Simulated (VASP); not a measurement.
Wanted: the native input for a VASP 6.6.1 run.

| Item | Value |
| --- | --- |
| Task | single point |
| Functional | PBEsol |
| Potentials or basis | VASP PAW PBE potentials, release 64 (Ga_d, As) |
| Cutoff | 500 eV |
| k mesh | 3 × 3 × 3 |
| Occupations | gaussian, width 0.02 eV |
| Spin | no spin polarisation |
| Dipole correction | no |
| Further INCAR settings | LREAL = Auto; ALGO = Normal; EDIFF = 1e-06; NBANDS = 166 |

The structure of GaAs lies in POSCAR:

```
GaAs
1.0
   -5.6579528139      5.6579528139     -5.6579528139
    5.6579528139     -5.6579528139     -5.6579528139
   -5.6579528139     -5.6579528139      5.6579528139
Ga As
16 16
Direct
    0.0000000000      0.2500000000      0.7500000000
    0.7500000000      0.2500000000      1.0000000000
    0.5000000000      0.2500000000      0.2500000000
    0.2500000000      0.0000000000      0.7500000000
    0.2500000000      0.2500000000      0.5000000000
    1.0000000000      1.0000000000      1.0000000000
    0.7500000000      0.0000000000      0.2500000000
    0.5000000000      0.7500000000      0.7500000000
    0.5000000000      0.0000000000      0.5000000000
    0.2500000000      0.7500000000      1.0000000000
    0.0000000000      0.7500000000      0.2500000000
    0.7500000000      0.5000000000      0.7500000000
    0.7500000000      0.7500000000      0.5000000000
    0.5000000000      0.5000000000      1.0000000000
    0.2500000000      0.5000000000      0.2500000000
    0.0000000000      0.5000000000      0.5000000000
    0.0000000000      0.5000000000      0.7500000000
    0.7500000000      0.5000000000      0.0000000000
    0.5000000000      0.5000000000      0.2500000000
    0.2500000000      0.2500000000      0.7500000000
    0.2500000000      0.5000000000      0.5000000000
    0.0000000000      0.2500000000      0.0000000000
    0.7500000000      0.2500000000      0.2500000000
    0.5000000000      0.0000000000      0.7500000000
    0.5000000000      0.2500000000      0.5000000000
    0.2500000000      0.0000000000      0.0000000000
    0.0000000000      0.0000000000      0.2500000000
    0.7500000000      0.7500000000      0.7500000000
    0.7500000000      0.0000000000      0.5000000000
    0.5000000000      0.7500000000      0.0000000000
    0.2500000000      0.7500000000      0.2500000000
    0.0000000000      0.7500000000      0.5000000000
```

One way to write it, as run:

INCAR

```
ALGO = Normal ; EDIFF = 1E-6
ENCUT = 500 ; GGA = PS
GGA_COMPAT = False ; ISIF = 2
ISMEAR = 0 ; LASPH = True
LCHARG = True ; LELF = True
LREAL = Auto ; LVHAR = True
LWAVE = False ; NBANDS = 166
NELM = 120 ; PREC = Accurate
SIGMA = 0.02
```

KPOINTS

```
k-points
0
Gamma
  3 3 3
```

Potentials or basis: VASP PAW PBE potentials, release 64 (Ga_d, As).

Run with:

```console
$ cat potpaw_PBE.64/Ga_d/POTCAR potpaw_PBE.64/As/POTCAR > POTCAR
$ mpirun -np 1 vasp_std > vasp.out
```

Results of the run:

```json
{"Pressure": "0.2 GPa", "Band gap on the k mesh": "0.44 eV"}
```

Caveat: the PAW data sets were made with another functional, which shifts forces and pressure a little.

It took 32 min on 1 thread of Intel Xeon 8259CL, on a shared host, peak memory 0.88 GiB.
